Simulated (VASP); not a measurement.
# BN (Pm) in VASP: further runs

BN is run at these levels: PBE+D3(BJ); tasks: single point.

All numbers are computed with VASP 6.6.1; they aren't measurements. Logs are shortened: lines on timing, memory, paths and dates and some standing lists are left out, and cuts for length are marked.

## Step 1: The cell of the first run

It takes space group Pm (No. 6, monoclinic). Conventional cell: a = 2.510 Å, b = 6.690 Å, c = 2.510 Å, α = 90.00°, β = 120.00°, γ = 90.00°. B (site symmetry m) has 3 N at 1.25 to 1.64 Å within 1.7 Å. Within 1.9 Å of B (site symmetry m) lie 3 N at 1.45 Å. Within 1.9 Å of N (site symmetry m) lie 3 B at 1.45 Å. N (site symmetry m) has 3 B at 1.25 to 1.64 Å within 1.7 Å.

## Step 2: Single point, PBE+D3(BJ) (atom 4 (N) moved by (-0.100, +0.200) A along x and y)

Contents of INCAR:

```
SYSTEM = BN
ALGO = Normal ; EDIFF = 1E-6
ENCUT = 520 ; GGA = PE
ISIF = 2 ; ISMEAR = 0
IVDW = 12 ; LASPH = .True.
LCHARG = .False. ; LREAL = .False.
LWAVE = .False. ; NBANDS = 16
NELM = 100 ; PREC = Accurate
SIGMA = 0.05
```

Contents of KPOINTS:

```
k-points
0
Gamma
  12 12 4
  0 0 0
```

Contents of POSCAR:

```
BN
1.0
    2.5099983704      0.0000000000      0.0000000000
   -1.2549991852      2.1737223522      0.0000000000
    0.0000000000      0.0000000000      6.6900000000
B N
2 2
Direct
    0.0000000000      0.0000000000      0.5000000000
    0.3333333333      0.6666666667      0.0000000000
    0.0000000000      0.0000000000      0.0000000000
    0.6728300387      0.4253414041      0.5000000000
```

Potentials or basis: VASP PAW PBE potentials, release 64 (B, N).

On the command line:

```
cat potpaw_PBE.64/B/POTCAR potpaw_PBE.64/N/POTCAR > POTCAR
mpirun -np 1 vasp_std > vasp.out
```

OUTCAR:

```text
SYSTEM = BN
   EDIFF = 1E-6
   ENCUT = 520
   GGA = PE
   ISIF = 2
   ISMEAR = 0
   IVDW = 12
   LASPH = .True.
   LREAL = .False.
   NELM = 100
   PREC = Accurate
 IVDW          = 12

 ion  position               nearest neighbor table
   1  0.000  0.000  0.500-   4 1.25   4 1.48   4 1.64
   2  0.333  0.667  0.000-   3 1.45   3 1.45   3 1.45
   3  0.000  0.000  0.000-   2 1.45   2 1.45   2 1.45
   4  0.673  0.425  0.500-   1 1.25   1 1.48   1 1.64

  LATTYP: Found a hexagonal cell.
 ALAT       =     2.5099983704
 C/A-ratio  =     2.6653403759

  Lattice vectors:

 A1 = (   2.5099983704,   0.0000000000,   0.0000000000)
 A2 = (  -1.2549991852,   2.1737223522,   0.0000000000)
 A3 = (   0.0000000000,   0.0000000000,   6.6900000000)

Analysis of symmetry for initial positions (statically):
=====================================================================
 Subroutine PRICEL returns:
 Original cell was already a primitive cell.

 Routine SETGRP: Setting up the symmetry group for a
 hexagonal supercell.

 Subroutine GETGRP returns: Found  2 space group operations
 (whereof  2 operations were pure point group operations)
 out of a pool of 24 trial point group operations.

The static configuration has the point symmetry C_1h.

Analysis of symmetry for dynamics (positions and initial velocities):
=====================================================================
 Subroutine PRICEL returns:
 Original cell was already a primitive cell.

 Routine SETGRP: Setting up the symmetry group for a
 hexagonal supercell.

 Subroutine GETGRP returns: Found  2 space group operations
 (whereof  2 operations were pure point group operations)
 out of a pool of 24 trial point group operations.

The dynamic configuration has the point symmetry C_1h.

 Subroutine INISYM returns: Found  2 space group operations
 (whereof  2 operations are pure point group operations),
 and found     1 'primitive' translations

----------------------------------------------------------------------------------------

                                     Primitive cell

  volume of cell :      36.5009

  direct lattice vectors                    reciprocal lattice vectors
     2.509998370  0.000000000  0.000000000     0.398406633  0.230020177  0.000000000
    -1.254999185  2.173722352  0.000000000     0.000000000  0.460040354  0.000000000
     0.000000000  0.000000000  6.690000000     0.000000000  0.000000000  0.149476831

  length of vectors
     2.509998370  2.509998370  6.690000000     0.460040354  0.460040354  0.149476831

  position of ions in fractional coordinates (direct lattice)
     0.000000000  0.000000000  0.500000000
     0.333333333  0.666666667  0.000000000
     0.000000000  0.000000000  0.000000000
     0.672830039  0.425341404  0.500000000

  ion indices of the primitive-cell ions
   primitive index   ion index
                 1           1
                 2           2
                 3           3
                 4           4

----------------------------------------------------------------------------------------

 KPOINTS: k-points

Automatic generation of k-mesh.
 Grid dimensions read from file:
 generate k-points for:   12   12    4

 Generating k-lattice:

  Cartesian coordinates                     Fractional coordinates (reciprocal lattice)
     0.033200553  0.019168348  0.000000000     0.083333333 -0.000000000  0.000000000
     0.000000000  0.038336696  0.000000000     0.000000000  0.083333333  0.000000000
     0.000000000  0.000000000  0.037369208     0.000000000  0.000000000  0.250000000

  Length of vectors
     0.038336696  0.038336696  0.037369208

  Shift w.r.t. Gamma in fractional coordinates (k-lattice)
     0.000000000  0.000000000  0.000000000

 Subroutine IBZKPT returns following result:
 ===========================================

 Found    222 irreducible k-points:

 Following reciprocal coordinates:
            Coordinates               Weight
  0.000000  0.000000  0.000000      1.000000
  0.083333  0.000000  0.000000      2.000000
  0.000000  0.083333  0.000000      2.000000
 -0.083333  0.083333  0.000000      2.000000
  0.166667  0.000000  0.000000      2.000000
  0.000000  0.166667  0.000000      2.000000
[... 16 lines left out ...]
  0.166667  0.083333  0.000000      2.000000
 -0.083333  0.250000  0.000000      2.000000
 [... further k-points ...]
   k-points           NKPTS =    222   k-points in BZ     NKDIM =    222   number of bands    NBANDS=     16
   number of dos      NEDOS =    301   number of ions     NIONS =      4
   total plane-waves  NPLWV =  20000
   dimension x,y,z NGX =    20 NGY =   20 NGZ =   50
   dimension x,y,z NGXF=    40 NGYF=   40 NGZF=  100
   ions per type =               2   2
   NGX,Y,Z   is equivalent  to a cutoff of  13.25, 13.25, 12.42 a.u.
   NGXF,Y,Z  is equivalent  to a cutoff of  26.49, 26.49, 24.85 a.u.
 SYSTEM =  BN
   PREC   = accura    normal or accurate (medium, high low for compatibility)
   ISTART =      0    job   : 0-new  1-cont  2-samecut
   ICHARG =      2    charge: 1-file 2-atom 10-const
   ISPIN  =      1    spin polarized calculation?
   LNONCOLLINEAR =      F non collinear calculations
   LSORBIT =      F    spin-orbit coupling
   LASPH  =      T    aspherical Exc in radial PAW
   ENCUT  =  520.0 eV  38.22 Ry    6.18 a.u.   4.67  4.67 12.44*2*pi/ulx,y,z
   NELM   =    100;   NELMIN=  2; NELMDL= -5     # of ELM steps
   EDIFF  = 0.1E-05   stopping-criterion for ELM
   LREAL  =      F    real-space projection
   EDIFFG = 0.1E-04   stopping-criterion for IOM
   NSW    =      0    number of steps for IOM
   IBRION =     -1    ionic relax: 0-MD 1-quasi-New 2-CG
   NFREE  =      0    steps in history (QN), initial steepest desc. (CG)
   ISIF   =      2    stress and relaxation
   ISYM   =      2    0-nonsym 1-usesym 2-fastsym
   POTIM  = 0.5000    time-step for ionic-motion
   TEBEG  =    0.0;   TEEND  =   0.0 temperature during run
   PSTRESS=    0.0 pullay stress
   NELECT =      16.0000    total number of electrons
   NUPDOWN=      -1.0000    fix difference up-down
   EMIN   =  10.00;   EMAX   =-10.00  energy-range for DOS
   EFERMI =   0.00;   METHOD = LEGACY
   ISMEAR =     0;   SIGMA  =   0.05  broadening in eV -4-tet -1-fermi 0-gaus
   EFERMI_NEDOS =   21; number of points for ismear=-14 and -15
   IALGO  =     38    algorithm
   IMIX   =      4    mixing-type and parameters
     AMIX     =   0.40;   BMIX     =  1.00
     AMIX_MAG =   1.60;   BMIX_MAG =  1.00
  volume/ion in A,a.u.               =       9.13        61.58
  Fermi-wavevector in a.u.,A,eV,Ry     =   1.243599  2.350061 21.041925  1.546538
  Thomas-Fermi vector in A             =   2.377902
   LORBIT       =      0    0 simple, 1 ext, 2 COOP (PROOUT), +10 PAW based schemes
   GGA     = PE    functional components
   LHFCALC =     F    Hartree Fock is set to
   AEXX    =    0.0000 exact exchange contribution
   IVDW    =    12    specifies the selected vdW correction
   LEPSILON=     F    determine dielectric tensor
   LRPA    =     F    only Hartree local field effects (RPA)
 non-spin polarized calculation
 Gauss-broadening in eV      SIGMA  =   0.05
  energy-cutoff  :      520.00
  volume of cell :       36.50
 maximum number of plane-waves:      1000
   NGX =  9   NGY =  9   NGZ = 25

 number of electron      15.9999998 magnetization

 Free energy of the ion-electron system (eV)
  ---------------------------------------------------
  ext. energy  EPLUGINS =         0.00000000
  ---------------------------------------------------
  free energy    TOTEN  =       -34.07696855 eV

  energy without entropy =      -34.07696855  energy(sigma->0) =      -34.07696855

 E-fermi :   3.5291     XC(G=0):  -9.9964

 val. band max:        3.2529002450   @ k =   0.0000   0.0000   0.5000
 cond. band min:       5.8808364707   @ k =   0.0000   0.5000   0.5000
 fundamental gap:      2.6279362257
 Fermi energy:         3.5291028779

 k-point     1 :       0.0000    0.0000    0.0000
  band No.  band energies     occupation
      1     -15.6121      2.00000
      2     -15.3187      2.00000
      3      -4.0231      2.00000
      4      -2.0080      2.00000
      5      -1.4691      2.00000
      6       0.7663      2.00000
[... 8 lines left out ...]
     15      15.3683      0.00000
     16      16.2185      0.00000

 k-point     2 :       0.0833    0.0000    0.0000
  band No.  band energies     occupation
      1     -15.4789      2.00000
      2     -15.1917      2.00000
      3      -3.8382      2.00000
      4      -1.8435      2.00000
      5      -1.7612      2.00000
      6       0.2087      2.00000
[... 8 lines left out ...]
     15      14.8844      0.00000
     16      16.6273      0.00000

 k-point     3 :       0.0000    0.0833    0.0000
  band No.  band energies     occupation
      1     -15.4812      2.00000
      2     -15.1966      2.00000
      3      -3.8343      2.00000
      4      -1.8380      2.00000
      5      -1.8050      2.00000
      6       0.2092      2.00000
[... 8 lines left out ...]
     15      14.8101      0.00000
     16      16.3430      0.00000

 k-point     4 :      -0.0833    0.0833    0.0000
  band No.  band energies     occupation
      1     -15.4762      2.00000
      2     -15.1855      2.00000
      3      -3.8427      2.00000
      4      -1.8500      2.00000
      5      -1.6462      2.00000
      6       0.2081      2.00000
[... 8 lines left out ...]
     15      14.9593      0.00000
     16      16.6334      0.00000
[... 324 lines left out ...]
 k-point    22 :      -0.1667    0.0833    0.0000
  band No.  band energies     occupation
      1     -15.2088      2.00000
      2     -14.9246      2.00000
      3      -3.4848      2.00000
      4      -2.0886      2.00000
      5      -1.5382      2.00000
      6      -0.7064      2.00000
[... 8 lines left out ...]
     15      15.6570      0.00000
     16      17.6120      0.00000

 k-point    23 :       0.1667    0.0833    0.0000
  band No.  band energies     occupation
      1     -14.7227      2.00000
      2     -14.4815      2.00000
      3      -3.3449      2.00000
      4      -2.7322      2.00000
      5      -2.1871      2.00000
      6      -0.8673      2.00000
[... 8 lines left out ...]
     15      16.8299      0.00000
     16      17.3378      0.00000

 k-point    24 :      -0.0833    0.2500    0.0000
  band No.  band energies     occupation
      1     -14.7149      2.00000
      2     -14.4704      2.00000
      3      -3.2685      2.00000
      4      -2.7416      2.00000
      5      -2.1878      2.00000
      6      -0.8793      2.00000
[... 8 lines left out ...]
     15      16.4419      0.00000
     16      17.3837      0.00000

 [... further k-points ...]

------------------------ aborting loop because EDIFF is reached ----------------------------------------

 Edisp (eV)   -0.55714

 E8    (eV) :    -0.1631

  FORCE on cell =-STRESS in cart. coord.  units (eV):
  Direction    XX          YY          ZZ          XY          YZ          ZX
  --------------------------------------------------------------------------------------
  -------------------------------------------------------------------------------------
  Total      -0.64552     6.74477    -0.10169     0.94583     0.00000     0.00000
  in kB     -28.33471   296.05633    -4.46370    41.51630     0.00000     0.00000
  external pressure =       87.75 kB  Pullay stress =        0.00 kB

 VOLUME and BASIS-vectors are now :
 -----------------------------------------------------------------------------
  energy-cutoff  :      520.00
  volume of cell :       36.50
      direct lattice vectors                 reciprocal lattice vectors
     2.509998370  0.000000000  0.000000000     0.398406633  0.230020177  0.000000000
    -1.254999185  2.173722352  0.000000000     0.000000000  0.460040354  0.000000000
     0.000000000  0.000000000  6.690000000     0.000000000  0.000000000  0.149476831

 POSITION                                       TOTAL-FORCE (eV/Angst)
 -----------------------------------------------------------------------------------
      0.00000      0.00000      3.34500        -1.436549     10.614143      0.000000
     -0.00000      1.44915      0.00000         0.002893     -0.014273      0.000000
      0.00000      0.00000      0.00000        -0.001514      0.038920      0.000000
      1.15500      0.92457      3.34500         1.435170    -10.638791      0.000000
 -----------------------------------------------------------------------------------
    total drift:                               -0.000037     -0.000099     -0.000000

  FREE ENERGIE OF THE ION-ELECTRON SYSTEM (eV)
  ---------------------------------------------------
  free  energy   TOTEN  =       -34.6341061620 eV

  energy  without entropy=      -34.6341061620  energy(sigma->0) =      -34.63410616
```

Wall time 4.4 min (1 thread of AMD EPYC 7R13, shared host); peak memory 0.21 GiB.

Results:

- Free energy: -34.6341 eV
- Pressure: 8.8 GPa
- Largest force: 10.735 eV/Å
- Band gap on the k mesh: 2.63 eV, indirect (least direct gap 4.10 eV)
- Dispersion energy per atom: -0.139 eV

Forces on the atoms (eV/Å):
```
B    -1.437  10.614   0.000
B     0.003  -0.014   0.000
N    -0.002   0.039   0.000
N     1.435 -10.639   0.000
```

Levels at points of the mesh, in eV from the valence-band top:
```csv
k point,band 5,band 6,band 7,band 8,band 9,band 10,band 11,band 12
"(0.00, 0.00, 0.00)",-4.72,-2.49,-2.49,0.00,4.10,7.70,9.07,10.39
"(0.50, 0.00, 0.00)",-5.26,-4.49,-2.48,-1.85,3.33,4.63,6.96,8.51
"(0.00, 0.50, 0.00)",-5.26,-4.07,-2.16,-1.58,2.91,3.79,8.47,8.68
"(0.50, 0.50, 0.00)",-6.14,-5.26,-2.96,-1.87,3.39,5.96,7.92,8.53
"(0.00, 0.00, 0.50)",-4.72,-2.49,-2.49,0.00,6.30,6.36,7.82,10.39
"(0.50, 0.00, 0.50)",-5.26,-4.49,-2.19,-2.06,3.56,3.89,7.07,8.71
"(0.00, 0.50, 0.50)",-5.26,-4.07,-2.06,-1.51,2.63,3.56,8.67,8.85
"(0.50, 0.50, 0.50)",-6.14,-5.26,-2.75,-2.06,3.58,5.22,8.09,8.73
```

Caveat: the cell differs from its parent crystal (atom 4 (N) moved by (-0.100, +0.200) A along x and y); forces of over 1 eV/Å act on the atoms, so gaps and moduli don't describe the material at rest. A k mesh can miss the band edges.

[end of part 1 of 2]
